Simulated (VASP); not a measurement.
# Be (P6_3/mmc) in VASP: notebook, part 2 of 2

VASP 6.6.1.

## (4) Single point, LDA (6.94 Å³/atom)

This run uses another cell than the first one, of 6.94 Å³/atom.

The input, INCAR:

```
PREC = Accurate
ENCUT = 520
EDIFF = 1E-6
ISMEAR = -1
SIGMA = 0.1
LREAL = F
LASPH = T
NELM = 100
ALGO = Normal
ISIF = 2
LWAVE = F
LCHARG = T
LELF = T
LVHAR = T
NBANDS = 12
```

The input, KPOINTS:

```
Automatic mesh
0
Gamma
  18 18 5
```

The input, POSCAR:

```
Be
1.0
    2.1575941605      0.0000000000      0.0000000000
   -1.0787970803      1.8685313540      0.0000000000
    0.0000000000      0.0000000000      6.8812226348
Be
4
Direct
    1.0000000000      0.0000000000      0.0000000000
    1.0000000000      0.0000000000      0.5000000000
    0.3333333333      0.6666666667      0.2500000000
    0.6666666667      0.3333333333      0.7500000000
```

Potentials or basis: VASP PAW LDA potentials, release 64 (Be).

Run with:

```bash
> cat potpaw_LDA.64/Be/POTCAR > POTCAR
> mpirun -np 1 vasp_std > vasp.out
```

OUTCAR:

```text
PREC = Accurate
   ENCUT = 520
   EDIFF = 1E-6
   ISMEAR = -1
   LREAL = F
   LASPH = T
   NELM = 100
   ISIF = 2

 ion  position               nearest neighbor table
   1  0.000  0.000  0.000-   3 2.12   4 2.12   3 2.12   4 2.12   4 2.12   3 2.12
   2  0.000  0.000  0.500-   3 2.12   4 2.12   3 2.12   4 2.12   4 2.12   3 2.12
   3  0.333  0.667  0.250-   1 2.12   2 2.12   1 2.12   2 2.12   1 2.12   2 2.12
   4  0.667  0.333  0.750-   1 2.12   2 2.12   1 2.12   2 2.12   1 2.12   2 2.12

  LATTYP: Found a hexagonal cell.
[... 561 lines left out ...]
  --------------------------------------------------------------------------------------
  -------------------------------------------------------------------------------------
  Total        2.1125453      2.1125453      2.5721505     -0.0000000     -0.0000000      0.0000000
  in kB      122.0059088    122.0059088    148.5495007     -0.0000000     -0.0000000      0.0000000
  external PRESSURE =     130.8537727 kB  Pullay stress =       0.0000000 kB

 VOLUME and BASIS-vectors are now :
 -----------------------------------------------------------------------------
  energy-cutoff  :      520.00
  volume of cell :       27.74
      direct lattice vectors                 reciprocal lattice vectors
     2.157594160  0.000000000  0.000000000     0.463479193  0.267589837  0.000000000
    -1.078797080  1.868531354  0.000000000     0.000000000  0.535179674  0.000000000
     0.000000000  0.000000000  6.881222635     0.000000000  0.000000000  0.145323012

 POSITION                                       TOTAL-FORCE (eV/Angst)
 -----------------------------------------------------------------------------------
      0.00000      0.00000      0.00000         0.000000      0.000000      0.000000
      0.00000      0.00000      3.44061         0.000000      0.000000      0.000000
     -0.00000      1.24569      1.72031        -0.000000     -0.000000     -0.000000
      1.07880      0.62284      5.16092         0.000000      0.000000     -0.000000
 -----------------------------------------------------------------------------------
    total drift:                               -0.000000     -0.000000     -0.000000

  FREE ENERGIE OF THE ION-ELECTRON SYSTEM (eV)
  ---------------------------------------------------
  free  energy   TOTEN  =       -16.6228080711 eV

  energy  without entropy=      -16.6133350336  energy(sigma->0) =      -16.61807155
```

OSZICAR:

```text
N       E                     dE             d eps       ncg     rms          rms(c)
DAV:   1    -0.444733615274E+00   -0.44473E+00   -0.36504E+03  2672   0.572E+02
DAV:   2    -0.164025626886E+02   -0.15958E+02   -0.15286E+02  3472   0.955E+01
DAV:   3    -0.167686399078E+02   -0.36608E+00   -0.36430E+00  3796   0.106E+01
DAV:   4    -0.167691609690E+02   -0.52106E-03   -0.52101E-03  3116   0.402E-01
DAV:   5    -0.167691614248E+02   -0.45580E-06   -0.45587E-06  3596   0.134E-02    0.190E+00
DAV:   6    -0.166676483144E+02    0.10151E+00   -0.66764E-03  2976   0.625E-01    0.115E+00
DAV:   7    -0.166228558208E+02    0.44792E-01   -0.98602E-03  3000   0.767E-01    0.356E-02
DAV:   8    -0.166228115695E+02    0.44251E-04   -0.15194E-04  3460   0.693E-02    0.105E-02
DAV:   9    -0.166228095418E+02    0.20276E-05   -0.33195E-06  3336   0.132E-02    0.607E-03
DAV:  10    -0.166228080739E+02    0.14679E-05   -0.19455E-06  3576   0.784E-03    0.396E-04
DAV:  11    -0.166228080711E+02    0.28362E-08   -0.54980E-08  1892   0.145E-03
   1 F= -.16622808E+02 E0= -.16618072E+02  d E =-.947304E-02
```

stdout:

```text
POSCAR found type information on POSCAR Be
 POSCAR found :  1 types and       4 ions
 scaLAPACK will be used
 LDA part: xc-table for (Slater(with rela. corr.)+CA(PZ))
 , standard interpolation
 POSCAR, INCAR and KPOINTS ok, starting setup
 FFT: planning ... GRIDC
 FFT: planning ... GRID_SOFT
 FFT: planning ... GRID
 WAVECAR not read
 entering main loop
```

Wall time 18 s (1 thread of Intel Xeon Platinum 8259CL at 2.50GHz (Skylake/Cascade Lake), shared host); peak memory 0.14 GiB.

What came out:

```
Free energy            : -16.6228 eV
Pressure               : 13.1 GPa
Band gap on the k mesh : zero (bands 4 and 5 overlap by 1.49 eV)
```

Stress tensor (GPa, compression positive):
```
12.20  0.00  0.00
 0.00 12.20  0.00
 0.00  0.00 14.85
```

Caveat: the cell stands under pressure.

## (5) Single point, LDA (7.24 Å³/atom)

This run uses another cell than the first one, of 7.24 Å³/atom.

The input, INCAR:

```
SYSTEM = Be
  PREC = Accurate
  ENCUT = 520
  EDIFF = 1E-7
  ISMEAR = -1
  SIGMA = 0.1
  LREAL = .False.
  LASPH = .True.
  NELM = 60
  ALGO = Normal
  ISIF = 2
  LWAVE = .False.
  LCHARG = .True.
  GGA = CA
  LELF = .True.
  LVHAR = .True.
  NBANDS = 12
```

The input, KPOINTS:

```
Automatic mesh
0
Gamma
  18 18 5
  0 0 0
```

The input, POSCAR:

```
Be
1.0
    2.1884210991      0.0000000000      0.0000000000
   -1.0942105496      1.8952282660      0.0000000000
    0.0000000000      0.0000000000      6.9795390984
Be
4
Direct
    1.0000000000      0.0000000000      0.0000000000
    1.0000000000      0.0000000000      0.5000000000
    0.3333333333      0.6666666667      0.2500000000
    0.6666666667      0.3333333333      0.7500000000
```

Run with:

```bash
> cat potpaw_LDA.64/Be/POTCAR > POTCAR
> mpirun -np 1 vasp_std > vasp.out
```

Run time: 18 s. Hardware: 1 thread of Intel Xeon Platinum 8259CL at 2.50GHz (Skylake/Cascade Lake), shared host; peak memory 0.14 GiB.

The run converged. Its results:

```
Free energy            : -16.6948 eV
Pressure               : 6.2 GPa
Band gap on the k mesh : zero (bands 4 and 5 overlap by 1.45 eV)
```

Stress tensor (GPa, compression positive):
```
5.59 0.00 0.00
0.00 5.59 0.00
0.00 0.00 7.43
```

Levels at points of the mesh, in eV from the Fermi level:
```csv
k point,band 1,band 2,band 3,band 4,band 5,band 6,band 7,band 8,band 9
"(0.00, 0.00, 0.00)",-11.88,-9.74,-9.71,-5.09,1.13,10.83,10.83,17.05,17.05
"(0.50, 0.00, 0.00)",-5.43,-4.33,-4.08,-2.97,1.43,1.53,4.26,6.20,7.65
```

Caveat: the cell stands under pressure.

## (6) Single point, LDA (7.54 Å³/atom)

The input, INCAR:

```
PREC     = Accurate       # precision mode
ENCUT    = 520            # plane-wave cutoff, eV
EDIFF    = 1E-6           # SCF threshold, eV
ISMEAR   = -1             # smearing method
SIGMA    = 0.1            # smearing width, eV
LREAL    = False          # projectors in reciprocal space
LASPH    = True           # aspherical terms in the spheres
NELM     = 100            # most SCF steps
ALGO     = Normal         # electronic algorithm
ISIF     = 2              # what is computed and relaxed
LWAVE    = False          # write WAVECAR
LCHARG   = False          # write CHGCAR
NBANDS   = 12             # bands
```

The input, KPOINTS:

```
Automatic mesh
0
Gamma
  18 18 5
```

The input, POSCAR:

```
Be
1.0
    2.2184031960      0.0000000000      0.0000000000
   -1.1092015980      1.9211935236      0.0000000000
    0.0000000000      0.0000000000      7.0751611054
Be
4
Direct
    1.0000000000      0.0000000000      0.0000000000
    1.0000000000      0.0000000000      0.5000000000
    0.3333333333      0.6666666667      0.2500000000
    0.6666666667      0.3333333333      0.7500000000
```

Potentials or basis: VASP PAW LDA potentials, release 64 (Be).

Run with:

```bash
> cat potpaw_LDA.64/Be/POTCAR > POTCAR
> mpirun -np 1 vasp_std > vasp.out
```

OUTCAR:

```text
PREC = Accurate
   ENCUT = 520
   EDIFF = 1E-6
   ISMEAR = -1
   LREAL = False
   LASPH = True
   NELM = 100
   ISIF = 2

 ion  position               nearest neighbor table
   1  0.000  0.000  0.000-   3 2.18   4 2.18   4 2.18   3 2.18   4 2.18   3 2.18
   2  0.000  0.000  0.500-   3 2.18   4 2.18   4 2.18   3 2.18   4 2.18   3 2.18
   3  0.333  0.667  0.250-   1 2.18   2 2.18   1 2.18   2 2.18   1 2.18   2 2.18
   4  0.667  0.333  0.750-   1 2.18   2 2.18   1 2.18   2 2.18   1 2.18   2 2.18

  LATTYP: Found a hexagonal cell.
 ALAT       =     2.2184031960
 C/A-ratio  =     3.1893035126

  Lattice vectors:

 A1 = (   2.2184031960,   0.0000000000,   0.0000000000)
 A2 = (  -1.1092015980,   1.9211935236,   0.0000000000)
 A3 = (   0.0000000000,   0.0000000000,   7.0751611054)

Analysis of symmetry for initial positions (statically):
=====================================================================
 Subroutine PRICEL returns:
 Original cell was already a primitive cell.

 Routine SETGRP: Setting up the symmetry group for a
 hexagonal supercell.

 Subroutine GETGRP returns: Found 24 space group operations
 (whereof 12 operations were pure point group operations)
[... 188 lines left out ...]
     11      25.0551      0.00000
     12      25.3733      0.00000
[... 331 lines left out ...]
 k-point    24 :       0.3889    0.1111    0.0000
  band No.  band energies     occupation
      1       1.5841      2.00000
      2       3.2504      2.00000
      3       3.3124      2.00000
      4       5.4305      2.00000
      5       9.0228      0.00000
      6       9.4370      0.00000
      7      10.9059      0.00000
      8      13.0107      0.00000
      9      14.4824      0.00000
     10      15.1258      0.00000
     11      17.6501      0.00000
     12      18.7580      0.00000

 [... further k-points ...]

------------------------ aborting loop because EDIFF is reached ----------------------------------------

  FORCE on cell =-STRESS in cart. coord.  units (eV):
  Direction    XX          YY          ZZ          XY          YZ          ZX
  --------------------------------------------------------------------------------------
  -------------------------------------------------------------------------------------
  Total        0.0084621      0.0084621      0.2227026      0.0000000      0.0000000      0.0000000
  in kB        0.4496130      0.4496130     11.8328122      0.0000000      0.0000000      0.0000000
  external PRESSURE =       4.2440127 kB  Pullay stress =       0.0000000 kB

 VOLUME and BASIS-vectors are now :
 -----------------------------------------------------------------------------
  energy-cutoff  :      520.00
  volume of cell :       30.15
      direct lattice vectors                 reciprocal lattice vectors
     2.218403196  0.000000000  0.000000000     0.450774684  0.260254885  0.000000000
    -1.109201598  1.921193524  0.000000000     0.000000000  0.520509770  0.000000000
     0.000000000  0.000000000  7.075161105     0.000000000  0.000000000  0.141339538

 POSITION                                       TOTAL-FORCE (eV/Angst)
 -----------------------------------------------------------------------------------
      0.00000      0.00000      0.00000         0.000000      0.000000      0.000000
      0.00000      0.00000      3.53758         0.000000      0.000000      0.000000
     -0.00000      1.28080      1.76879         0.000000     -0.000000     -0.000000
      1.10920      0.64040      5.30637        -0.000000      0.000000      0.000000
 -----------------------------------------------------------------------------------
    total drift:                                0.000000     -0.000000     -0.000000

  FREE ENERGIE OF THE ION-ELECTRON SYSTEM (eV)
  ---------------------------------------------------
  free  energy   TOTEN  =       -16.7191662627 eV

  energy  without entropy=      -16.7091802541  energy(sigma->0) =      -16.71417326
```

OSZICAR:

```text
N       E                     dE             d eps       ncg     rms          rms(c)
DAV:   1    -0.150379091680E+01   -0.15038E+01   -0.36609E+03  2664   0.573E+02
DAV:   2    -0.164506863674E+02   -0.14947E+02   -0.14261E+02  3440   0.892E+01
DAV:   3    -0.168285350445E+02   -0.37785E+00   -0.37564E+00  3812   0.104E+01
DAV:   4    -0.168291079715E+02   -0.57293E-03   -0.57289E-03  3096   0.409E-01
DAV:   5    -0.168291085474E+02   -0.57593E-06   -0.57631E-06  3604   0.146E-02    0.175E+00
DAV:   6    -0.167535504292E+02    0.75558E-01   -0.48112E-03  3032   0.496E-01    0.105E+00
DAV:   7    -0.167191996744E+02    0.34351E-01   -0.74670E-03  3008   0.620E-01    0.294E-02
DAV:   8    -0.167191687362E+02    0.30938E-04   -0.12230E-04  3564   0.614E-02    0.897E-03
DAV:   9    -0.167191671938E+02    0.15424E-05   -0.28146E-06  3288   0.119E-02    0.495E-03
DAV:  10    -0.167191662627E+02    0.93107E-06   -0.13733E-06  3264   0.643E-03
   1 F= -.16719166E+02 E0= -.16714173E+02  d E =-.998601E-02
```

stdout:

```text
POSCAR found type information on POSCAR Be
 POSCAR found :  1 types and       4 ions
 scaLAPACK will be used
 LDA part: xc-table for (Slater(with rela. corr.)+CA(PZ))
 , standard interpolation
 POSCAR, INCAR and KPOINTS ok, starting setup
 FFT: planning ... GRIDC
 FFT: planning ... GRID_SOFT
 FFT: planning ... GRID
 WAVECAR not read
 entering main loop
```

It took 16 s on 1 thread of Intel Xeon Platinum 8259CL at 2.50GHz (Skylake/Cascade Lake), shared host; peak memory 0.14 GiB.

Results:

| Item | Value |
| --- | --- |
| Free energy | -16.7192 eV |
| Pressure | 0.4 GPa |
| Band gap on the k mesh | zero (bands 4 and 5 overlap by 1.41 eV) |

Levels at points of the mesh, in eV from the Fermi level:
```csv
k point,band 2,band 3,band 4,band 5,band 6,band 7
"(0.00, 0.00, 0.00)",-9.55,-9.52,-4.94,0.98,10.48,10.48
"(0.50, 0.00, 0.00)",-4.23,-3.95,-2.91,1.30,1.38,4.15
```

## (7) Summary

| cell | k mesh | gap on the mesh (eV) | pressure (GPa) |
| --- | --- | --- | --- |
| a = 2.218, b = 2.218, c = 7.075 Å, angles 90.0, 90.0, 120.0°, 4 atoms | 16 × 16 × 5 | none | 0.4 |
| a = 2.126, b = 2.126, c = 6.780 Å, angles 90.0, 90.0, 120.0°, 4 atoms | 18 × 18 × 5 | none | 21.3 |
| a = 2.158, b = 2.158, c = 6.881 Å, angles 90.0, 90.0, 120.0°, 4 atoms | 18 × 18 × 5 | none | 13.1 |
| a = 2.188, b = 2.188, c = 6.980 Å, angles 90.0, 90.0, 120.0°, 4 atoms | 18 × 18 × 5 | none | 6.2 |
| a = 2.218, b = 2.218, c = 7.075 Å, angles 90.0, 90.0, 120.0°, 4 atoms | 18 × 18 × 5 | none | 0.4 |

Alike in all rows: task single point; level LDA; potentials or basis VASP PAW LDA potentials, release 64 (Be); no spin polarisation; cutoff (eV) 520; smearing fermi-dirac 0.1 eV.

Caveats: the cell stands under pressure (at least some runs).

Total energies depend on the potentials used, so only differences within one code and one set of settings carry meaning.
